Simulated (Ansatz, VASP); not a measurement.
Two plane-wave programs on Y5AlN6

```
Y Al N
1.0
     3.38040    0.00000    0.00000
     0.00000    4.86221    0.00000
     0.00000    0.00000   10.14218
Y Al N
5 1 6
Direct
  0.00000 0.00000 0.84200
  0.00000 0.00000 0.15800
  0.50000 0.50000 0.32575
  0.00000 0.00000 0.50000
  0.50000 0.50000 0.67425
  0.50000 0.50000 0.00000
  0.00000 0.50000 0.85287
  0.50000 0.00000 0.00000
  0.00000 0.50000 0.14713
  0.50000 0.00000 0.33030
  0.00000 0.50000 0.50000
  0.50000 0.00000 0.66970
```

Alike in both runs: functional PBE; k mesh 6 × 4 × 2; occupations gaussian, width 0.1 eV; no spin polarisation.

Ansatz relaxed the structure, and its values are those at the end. VASP's run is a single point on that final structure, the one shown.

|  | VASP | Ansatz |
| --- | --- | --- |
| version | VASP 6.6.1 | Ansatz 0.2.0 |
| potentials or method | VASP PAW PBE potentials, release 64 (Y_sv, Al, N), cutoff 520 eV | scalar-relativistic, plane waves, PAW |
| valence electrons in the cell | 88 | 88 |

Ansatz gave:

* gap on the k mesh at the Fermi level (eV): 0.32
* least direct gap on the mesh (eV): 0.40
* pressure (GPa): -0.3

Problem. Which values does VASP return?

Solution. gap on the k mesh at the Fermi level (eV): 0.32; least direct gap on the mesh (eV): 0.40; pressure (GPa): -0.4.

The functional is the same, so the differences come from potentials, cutoffs and numerics.
